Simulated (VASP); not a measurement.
# ZnO (P4_2/mnm) in VASP: a series of runs

The runs below take ZnO through single point, relaxation of cell and atoms, with r2SCAN.

All numbers are computed with VASP 6.6.1; they aren't measurements. Logs are shortened: lines on timing, memory, paths and dates and some standing lists are left out, and cuts for length are marked.

**1. The cell of the first run**

Symmetry: P4_2/mnm, No. 136, tetragonal system. Conventional cell: a = 5.513 Å, b = 5.513 Å, c = 3.249 Å, α = 90.00°, β = 90.00°, γ = 90.00°. Within 2.6 Å of Zn (site symmetry m2m) lie 4 O at 1.94 to 2.01 Å. Within 2.6 Å of O (site symmetry m2m) lie 4 Zn at 1.94 to 2.01 Å.

**2. Single point, r2SCAN**

Input file POSCAR:

```
ZnO
1.0
    5.5131264369      0.0000000000      0.0000000000
    0.0000000000      5.5131264369      0.0000000000
    0.0000000000      0.0000000000      3.2487916803
Zn O
4 4
Direct
    0.1817941311      0.1817941311      0.5000000000
    0.8182058689      0.8182058689      0.5000000000
    0.6817941311      0.3182058689      0.0000000000
    0.3182058689      0.6817941311      0.0000000000
    0.8174782617      0.1825217383      0.5000000000
    0.1825217383      0.8174782617      0.5000000000
    0.6825217383      0.6825217383      0.0000000000
    0.3174782617      0.3174782617      0.0000000000
```

Input file INCAR.step1:

```
PREC = Accurate
ENCUT = 520
ISMEAR = 0
SIGMA = 0.01
LREAL = False
LASPH = True
NELM = 60
NBANDS = 46
GGA = PE
ALGO = Normal
EDIFF = 1E-4
LWAVE = True
LCHARG = False
```

Input file INCAR.step2:

```
PREC = Accurate
ENCUT = 520
EDIFF = 1E-6
ISMEAR = 0
SIGMA = 0.01
LREAL = False
LASPH = True
NELM = 60
ALGO = Normal
ISIF = 2
LWAVE = False
LCHARG = False
METAGGA = R2SCAN
LMIXTAU = True
NBANDS = 46
ISTART = 1
```

Input file KPOINTS:

```
regular mesh
0
Gamma
  6 6 8
```

Potentials or basis: VASP PAW PBE potentials, release 64 (Zn, O).

Command:

```bash
> cat potpaw_PBE.64/Zn/POTCAR potpaw_PBE.64/O/POTCAR > POTCAR
> cp INCAR.step1 INCAR
> mpirun -np 1 vasp_std > vasp.out
> cp INCAR.step2 INCAR
> mpirun -np 1 vasp_std > vasp.out
```

OUTCAR:

```text
PREC = Accurate
   ENCUT = 520
   EDIFF = 1E-6
   ISMEAR = 0
   LREAL = False
   LASPH = True
   NELM = 60
   ISIF = 2
   METAGGA = R2SCAN
   ISTART = 1

 ion  position               nearest neighbor table
   1  0.182  0.182  0.500-   8 1.94   8 1.94   5 2.01   6 2.01   2 2.83
   2  0.818  0.818  0.500-   7 1.94   7 1.94   5 2.01   6 2.01   1 2.83
   3  0.682  0.318  0.000-   5 1.94   5 1.94   8 2.01   7 2.01   4 2.83
   4  0.318  0.682  0.000-   6 1.94   6 1.94   8 2.01   7 2.01   3 2.83
   5  0.817  0.183  0.500-   3 1.94   3 1.94   1 2.01   2 2.01
   6  0.183  0.817  0.500-   4 1.94   4 1.94   1 2.01   2 2.01
   7  0.683  0.683  0.000-   2 1.94   2 1.94   4 2.01   3 2.01
   8  0.317  0.317  0.000-   1 1.94   1 1.94   4 2.01   3 2.01

  LATTYP: Found a simple tetragonal cell.
 ALAT       =     5.5131264369
 C/A-ratio  =     0.5892829989

  Lattice vectors:

 A1 = (   5.5131264369,   0.0000000000,   0.0000000000)
 A2 = (   0.0000000000,   5.5131264369,   0.0000000000)
 A3 = (   0.0000000000,   0.0000000000,   3.2487916803)

Analysis of symmetry for initial positions (statically):
=====================================================================
 Subroutine PRICEL returns:
 Original cell was already a primitive cell.

 Routine SETGRP: Setting up the symmetry group for a
 simple tetragonal supercell.

 Subroutine GETGRP returns: Found 16 space group operations
 (whereof  8 operations were pure point group operations)
 out of a pool of 16 trial point group operations.

The static configuration has the point symmetry D_2h.
 The point group associated with its full space group is D_4h.

Analysis of symmetry for dynamics (positions and initial velocities):
=====================================================================
 Subroutine PRICEL returns:
 Original cell was already a primitive cell.

 Routine SETGRP: Setting up the symmetry group for a
 simple tetragonal supercell.

 Subroutine GETGRP returns: Found 16 space group operations
 (whereof  8 operations were pure point group operations)
 out of a pool of 16 trial point group operations.

The dynamic configuration has the point symmetry D_2h.
 The point group associated with its full space group is D_4h.

 Subroutine INISYM returns: Found 16 space group operations
 (whereof  8 operations are pure point group operations),
 and found     1 'primitive' translations

----------------------------------------------------------------------------------------

                                     Primitive cell

  volume of cell :      98.7456

  direct lattice vectors                    reciprocal lattice vectors
     5.513126437  0.000000000  0.000000000     0.181385283  0.000000000  0.000000000
     0.000000000  5.513126437  0.000000000     0.000000000  0.181385283  0.000000000
     0.000000000  0.000000000  3.248791680     0.000000000  0.000000000  0.307806747

  length of vectors
     5.513126437  5.513126437  3.248791680     0.181385283  0.181385283  0.307806747

  position of ions in fractional coordinates (direct lattice)
     0.181794131  0.181794131  0.500000000
     0.818205869  0.818205869  0.500000000
     0.681794131  0.318205869  0.000000000
     0.318205869  0.681794131  0.000000000
     0.817478262  0.182521738  0.500000000
     0.182521738  0.817478262  0.500000000
     0.682521738  0.682521738  0.000000000
     0.317478262  0.317478262  0.000000000

  ion indices of the primitive-cell ions
   primitive index   ion index
                 1           1
                 2           2
                 3           3
                 4           4
                 5           5
                 6           6
                 7           7
                 8           8

----------------------------------------------------------------------------------------

 KPOINTS: regular mesh

Automatic generation of k-mesh.
 Grid dimensions read from file:
 generate k-points for:    6    6    8

 Generating k-lattice:

  Cartesian coordinates                     Fractional coordinates (reciprocal lattice)
     0.030230881  0.000000000  0.000000000     0.166666667  0.000000000  0.000000000
     0.000000000  0.030230881  0.000000000     0.000000000  0.166666667  0.000000000
     0.000000000  0.000000000  0.038475843     0.000000000  0.000000000  0.125000000

  Length of vectors
     0.030230881  0.030230881  0.038475843

  Shift w.r.t. Gamma in fractional coordinates (k-lattice)
     0.000000000  0.000000000  0.000000000

 Subroutine IBZKPT returns following result:
 ===========================================

 Found     50 irreducible k-points:

 Following reciprocal coordinates:
            Coordinates               Weight
  0.000000  0.000000  0.000000      1.000000
  0.166667  0.000000  0.000000      4.000000
  0.333333  0.000000  0.000000      4.000000
  0.500000  0.000000  0.000000      2.000000
  0.166667  0.166667  0.000000      4.000000
  0.333333  0.166667  0.000000      8.000000
[... 16 lines left out ...]
  0.333333  0.000000  0.250000      8.000000
  0.500000  0.000000  0.250000      4.000000
 [... further k-points ...]
   k-points           NKPTS =     50   k-points in BZ     NKDIM =     50   number of bands    NBANDS=     46
   number of dos      NEDOS =    301   number of ions     NIONS =      8
   total plane-waves  NPLWV =  42336
   dimension x,y,z NGX =    42 NGY =   42 NGZ =   24
   dimension x,y,z NGXF=    84 NGYF=   84 NGZF=   48
   ions per type =               4   4
   NGX,Y,Z   is equivalent  to a cutoff of  12.66, 12.66, 12.28 a.u.
   NGXF,Y,Z  is equivalent  to a cutoff of  25.33, 25.33, 24.56 a.u.
 SYSTEM =  unknown system
   PREC   = accura    normal or accurate (medium, high low for compatibility)
   ISTART =      1    job   : 0-new  1-cont  2-samecut
   ICHARG =      0    charge: 1-file 2-atom 10-const
   ISPIN  =      1    spin polarized calculation?
   LNONCOLLINEAR =      F non collinear calculations
   LSORBIT =      F    spin-orbit coupling
   LASPH  =      T    aspherical Exc in radial PAW
   ENCUT  =  520.0 eV  38.22 Ry    6.18 a.u.  10.25 10.25  6.04*2*pi/ulx,y,z
   NELM   =     60;   NELMIN=  2; NELMDL=  0     # of ELM steps
   EDIFF  = 0.1E-05   stopping-criterion for ELM
   LREAL  =      F    real-space projection
   EDIFFG = 0.1E-04   stopping-criterion for IOM
   NSW    =      0    number of steps for IOM
   IBRION =     -1    ionic relax: 0-MD 1-quasi-New 2-CG
   NFREE  =      0    steps in history (QN), initial steepest desc. (CG)
   ISIF   =      2    stress and relaxation
   ISYM   =      2    0-nonsym 1-usesym 2-fastsym
   POTIM  = 0.5000    time-step for ionic-motion
   TEBEG  =    0.0;   TEEND  =   0.0 temperature during run
   PSTRESS=    0.0 pullay stress
   NELECT =      72.0000    total number of electrons
   NUPDOWN=      -1.0000    fix difference up-down
   EMIN   =  10.00;   EMAX   =-10.00  energy-range for DOS
   EFERMI =   0.00;   METHOD = LEGACY
   ISMEAR =     0;   SIGMA  =   0.01  broadening in eV -4-tet -1-fermi 0-gaus
   EFERMI_NEDOS =   21; number of points for ismear=-14 and -15
   IALGO  =     38    algorithm
   IMIX   =      4    mixing-type and parameters
     AMIX     =   0.40;   BMIX     =  1.00
     AMIX_MAG =   1.60;   BMIX_MAG =  1.00
  volume/ion in A,a.u.               =      12.34        83.30
  Fermi-wavevector in a.u.,A,eV,Ry     =   1.473487  2.784487 29.540492  2.171165
  Thomas-Fermi vector in A             =   2.588374
   LORBIT       =      0    0 simple, 1 ext, 2 COOP (PROOUT), +10 PAW based schemes
   METAGGA = R2SCAN    functional components
   LHFCALC =     F    Hartree Fock is set to
   AEXX    =    0.0000 exact exchange contribution
   IVDW    =     0    specifies the selected vdW correction
   LEPSILON=     F    determine dielectric tensor
   LRPA    =     F    only Hartree local field effects (RPA)
 non-spin polarized calculation
 Gauss-broadening in eV      SIGMA  =   0.01
  energy-cutoff  :      520.00
  volume of cell :       98.75
 maximum number of plane-waves:      2684
 NGX is ok and might be reduce to    42
   NGX = 21   NGY = 21   NGZ = 13

 number of electron      71.9999997 magnetization

 Free energy of the ion-electron system (eV)
  ---------------------------------------------------
  ext. energy  EPLUGINS =         0.00000000
  ---------------------------------------------------
  free energy    TOTEN  =       -72.37223471 eV

  energy without entropy =      -72.37223471  energy(sigma->0) =      -72.37223471

 E-fermi :   0.7519     XC(G=0): -11.3880

 val. band max:        0.7008169157   @ k =   0.0000   0.0000   0.0000
 cond. band min:       1.9057068932   @ k =   0.0000   0.0000   0.0000
 fundamental gap:      1.2048899775
 Fermi energy:         0.7518685544

 k-point     1 :       0.0000    0.0000    0.0000
  band No.  band energies     occupation
      1     -18.4667      2.00000
      2     -17.7809      2.00000
      3     -17.7809      2.00000
      4     -17.6983      2.00000
      5      -5.7486      2.00000
      6      -5.5545      2.00000
[... 38 lines left out ...]
     45      11.7621      0.00000
     46      13.7657      0.00000

 k-point     2 :       0.1667    0.0000    0.0000
  band No.  band energies     occupation
      1     -18.4300      2.00000
      2     -17.8627      2.00000
      3     -17.7671      2.00000
      4     -17.6689      2.00000
      5      -5.7465      2.00000
      6      -5.5751      2.00000
[... 38 lines left out ...]
     45      12.1064      0.00000
     46      13.6969      0.00000

 k-point     3 :       0.3333    0.0000    0.0000
  band No.  band energies     occupation
      1     -18.3269      2.00000
      2     -18.0118      2.00000
      3     -17.7312      2.00000
      4     -17.6622      2.00000
      5      -5.7290      2.00000
      6      -5.6265      2.00000
[... 38 lines left out ...]
     45      12.0155      0.00000
     46      12.9500      0.00000

 k-point     4 :       0.5000    0.0000    0.0000
  band No.  band energies     occupation
      1     -18.1777      2.00000
      2     -18.1777      2.00000
      3     -17.6893      2.00000
      4     -17.6893      2.00000
      5      -5.6852      2.00000
      6      -5.6852      2.00000
[... 920 lines left out ...]
     45      11.5166      0.00000
     46      11.5695      0.00000

 k-point    23 :       0.3333    0.0000    0.2500
  band No.  band energies     occupation
      1     -18.1392      2.00000
      2     -17.8945      2.00000
      3     -17.6503      2.00000
      4     -17.6205      2.00000
      5      -5.5961      2.00000
      6      -5.4419      2.00000
[... 38 lines left out ...]
     45      10.8248      0.00000
     46      11.4422      0.00000

 k-point    24 :       0.5000    0.0000    0.2500
  band No.  band energies     occupation
      1     -18.0227      2.00000
      2     -18.0227      2.00000
      3     -17.6290      2.00000
      4     -17.6290      2.00000
      5      -5.5429      2.00000
      6      -5.5429      2.00000
[... 38 lines left out ...]
     45      11.0200      0.00000
     46      11.0200      0.00000

 [... further k-points ...]

------------------------ aborting loop because EDIFF is reached ----------------------------------------

  FORCE on cell =-STRESS in cart. coord.  units (eV):
  Direction    XX          YY          ZZ          XY          YZ          ZX
  --------------------------------------------------------------------------------------
  -------------------------------------------------------------------------------------
  Total        0.5499377      0.5499377      0.7457254      0.0000000      0.0000000      0.0000000
  in kB        8.9229061      8.9229061     12.0996211      0.0000000      0.0000000      0.0000000
  external PRESSURE =       9.9818111 kB  Pullay stress =       0.0000000 kB

 VOLUME and BASIS-vectors are now :
 -----------------------------------------------------------------------------
  energy-cutoff  :      520.00
  volume of cell :       98.75
      direct lattice vectors                 reciprocal lattice vectors
     5.513126437  0.000000000  0.000000000     0.181385283  0.000000000  0.000000000
     0.000000000  5.513126437  0.000000000     0.000000000  0.181385283  0.000000000
     0.000000000  0.000000000  3.248791680     0.000000000  0.000000000  0.307806747

 POSITION                                       TOTAL-FORCE (eV/Angst)
 -----------------------------------------------------------------------------------
      1.00225      1.00225      1.62440        -0.024781     -0.024781     -0.000000
      4.51087      4.51087      1.62440         0.024781      0.024781      0.000000
      3.75882      1.75431      0.00000        -0.024781      0.024781      0.000000
      1.75431      3.75882      0.00000         0.024781     -0.024781     -0.000000
      4.50686      1.00627      1.62440        -0.006623      0.006623     -0.000000
      1.00627      4.50686      1.62440         0.006623     -0.006623      0.000000
      3.76283      3.76283      0.00000         0.006623      0.006623     -0.000000
      1.75030      1.75030      0.00000        -0.006623     -0.006623      0.000000
 -----------------------------------------------------------------------------------
    total drift:                               -0.000000      0.000000     -0.000000

  FREE ENERGIE OF THE ION-ELECTRON SYSTEM (eV)
  ---------------------------------------------------
  free  energy   TOTEN  =       -72.3722347090 eV

  energy  without entropy=      -72.3722347090  energy(sigma->0) =      -72.37223471
```

Run time: 4.8 min. Hardware: 1 thread of Intel Xeon 6975P-C (Granite Rapids), shared host; peak memory 0.32 GiB.

Results:

```
Free energy            : -72.3722 eV
Pressure               : 1.0 GPa
Largest force          : 0.035 eV/Å
Band gap on the k mesh : 1.20 eV
```

Forces on the atoms (eV/Å):
```
Zn  -0.025 -0.025  0.000
Zn   0.025  0.025  0.000
Zn  -0.025  0.025  0.000
Zn   0.025 -0.025  0.000
O   -0.007  0.007  0.000
O    0.007 -0.007  0.000
O    0.007  0.007  0.000
O   -0.007 -0.007  0.000
```

Stress tensor (GPa, compression positive):
```
0.89 0.00 0.00
0.00 0.89 0.00
0.00 0.00 1.21
```

Caveat: the PAW data sets were made with another functional, which shifts forces and pressure a little.

**3. Relaxation of cell and atoms, r2SCAN**

This run uses another cell than the first one, of 12.89 Å³/atom.

Input file POSCAR:

```
ZnO
1.0
    5.6085677866      0.0000000000      0.0000000000
    0.0000000000      5.6085677866      0.0000000000
    0.0000000000      0.0000000000      3.2789687432
Zn O
4 4
Direct
    0.1816732163      0.1816732163      0.5000000000
    0.8183267837      0.8183267837      0.5000000000
    0.6816732163      0.3183267837      0.0000000000
    0.3183267837      0.6816732163      0.0000000000
    0.8184370476      0.1815629524      0.5000000000
    0.1815629524      0.8184370476      0.5000000000
    0.6815629524      0.6815629524      0.0000000000
    0.3184370476      0.3184370476      0.0000000000
```

Input file INCAR.step1:

```
PREC = Accurate
ENCUT = 600
ISMEAR = -1
SIGMA = 0.02
LREAL = False
LASPH = True
NELM = 80
GGA = PE
ALGO = Normal
EDIFF = 1E-4
LWAVE = True
LCHARG = False
```

Input file INCAR.step2:

```
PREC = Accurate
ENCUT = 600
EDIFF = 1E-6
ISMEAR = -1
SIGMA = 0.02
LREAL = False
LASPH = True
NELM = 80
ALGO = Normal
ISIF = 3
LWAVE = False
LCHARG = False
METAGGA = R2SCAN
LMIXTAU = True
IBRION = 2
NSW = 80
EDIFFG = -0.005
ISTART = 1
```

Input file KPOINTS:

```
Automatic mesh
0
Gamma
  4 4 8
```

Potentials or basis: VASP PAW PBE potentials, release 64 (Zn, O).

Command:

```bash
> cat potpaw_PBE.64/Zn/POTCAR potpaw_PBE.64/O/POTCAR > POTCAR
> cp INCAR.step1 INCAR
> mpirun -np 1 vasp_std > vasp.out
> cp INCAR.step2 INCAR
> mpirun -np 1 vasp_std > vasp.out
```

Wall time 1.5 h (1 thread of Oxide Virtual Turin-like, shared host); peak memory 0.31 GiB.

Results (log left out):

```
Free energy                           : -72.3921 eV
Relaxed volume                        : 12.40 Å³/atom
Relaxed cell                          : a = 5.517 Å, b = 5.517 Å, c = 3.260 Å, α = 90.00°, β = 90.00°, γ = 90.00°
Space group after relaxing (to 0.1 Å) : P4_2/mnm (No. 136)
Energy gained by relaxing             : 7.9 meV/atom
Ionic steps                           : 13
Pressure after relaxing               : 0.0 GPa
Largest force after relaxing          : 0.004 eV/Å
Band gap on the k mesh                : 1.21 eV
```

Forces on the atoms (eV/Å):
```
Zn  -0.001 -0.001  0.000
Zn   0.001  0.001  0.000
Zn  -0.001  0.001  0.000
Zn   0.001 -0.001  0.000
O   -0.003  0.003  0.000
O    0.003 -0.003  0.000
O    0.003  0.003  0.000
O   -0.003 -0.003  0.000
```

Step by step:
```csv
step,energy change (eV),largest force (eV/Å),pressure (GPa),volume (Å³)
1,0.0000,0.0106,-4.80,103.14
2,-0.0460,0.0279,2.99,97.48
3,-0.0615,0.0149,0.17,99.27
4,-0.0615,0.0140,0.03,99.40
5,-0.0614,0.0134,-0.09,99.48
6,-0.0621,0.0437,-0.11,99.44
7,-0.0622,0.0562,-0.13,99.42
8,-0.0628,0.0404,0.01,99.32
9,-0.0631,0.0292,0.11,99.24
10,-0.0634,0.0076,0.26,99.10
11,-0.0635,0.0095,0.05,99.21
12,-0.0635,0.0108,-0.01,99.24
13,-0.0635,0.0040,0.02,99.24
```

Final structure:
```
Zn O
1.0
     5.51707    0.00000    0.00000
     0.00000    5.51707    0.00000
     0.00000    0.00000    3.26024
Zn O
4 4
Direct
  0.18192 0.18192 0.50000
  0.81808 0.81808 0.50000
  0.68192 0.31808 0.00000
  0.31808 0.68192 0.00000
  0.81720 0.18280 0.50000
  0.18280 0.81720 0.50000
  0.68280 0.68280 0.00000
  0.31720 0.31720 0.00000
```

Levels at points of the mesh, in eV from the valence-band top:
| k point | band 32 | band 33 | band 34 | band 35 | band 36 | band 37 | band 38 | band 39 | band 40 | band 41 |
| --- | --- | --- | --- | --- | --- | --- | --- | --- | --- | --- |
| (0.00, 0.00, 0.00) | -0.89 | -0.51 | -0.19 | -0.19 | 0.00 | 1.21 | 5.86 | 5.86 | 7.41 | 7.83 |
| (0.50, 0.00, 0.00) | -1.62 | -0.49 | -0.49 | -0.43 | -0.43 | 3.64 | 3.64 | 6.67 | 6.67 | 8.81 |
| (0.50, 0.50, 0.00) | -1.14 | -0.89 | -0.89 | -0.77 | -0.77 | 4.78 | 4.78 | 5.11 | 5.11 | 9.31 |
| (0.00, 0.00, 0.50) | -1.85 | -1.84 | -1.84 | -1.35 | -1.35 | 6.37 | 6.37 | 8.49 | 8.49 | 8.72 |
| (0.50, 0.00, 0.50) | -1.90 | -1.61 | -1.61 | -1.08 | -1.08 | 6.49 | 6.49 | 7.26 | 7.26 | 8.38 |
| (0.50, 0.50, 0.50) | -1.44 | -1.39 | -1.39 | -1.37 | -1.37 | 5.98 | 5.98 | 6.53 | 6.53 | 8.56 |

Caveat: the PAW data sets were made with another functional, which shifts forces and pressure a little.
